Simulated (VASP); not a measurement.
Crystal: MgS (Niningerite).

```
S Mg
1.0
     0.00000    2.65268    2.65268
     2.65268    0.00000    2.65268
     2.65268    2.65268    0.00000
S Mg
1 1
Direct
  0.50000 0.50000 0.50000
  0.00000 0.00000 0.00000
```

Base run:

| Item | Value |
| --- | --- |
| Program | VASP 6.6.1 |
| Functional | PBE |
| Potentials or basis | VASP PAW PBE potentials, release 64 (S, Mg) |
| Cutoff | 520 eV |
| k mesh | 9 × 9 × 9 |
| Occupations | fermi-dirac, width 0.05 eV |
| Spin | no spin polarisation |

Its results: band gap on the k mesh 2.77 eV, indirect (least direct gap 3.27 eV); pressure -3.2 GPa.

Task: After a change of settings the same cell gave: band gap on the k mesh 2.71 eV, indirect (least direct gap 3.16 eV); pressure -5.0 GPa. Which change was it?
A. functional from PBE to PBEsol
B. functional from PBE to r2SCAN; further incar settings from ALGO = Normal; EDIFF = 1e-06; NBANDS = 11 to ALGO = Normal; EDIFF = 1e-07; NBANDS = 11
C. functional from PBE to r2SCAN
D. functional from PBE to LDA; potentials or basis from VASP PAW PBE potentials, release 64 (S, Mg) to VASP PAW LDA potentials, release 64 (S, Mg)

Result: A.

PBEsol binds more tightly than PBE, so the same cell stands under less pressure.

Caveats: the PAW data sets were made with another functional, which shifts forces and pressure a little (some runs).
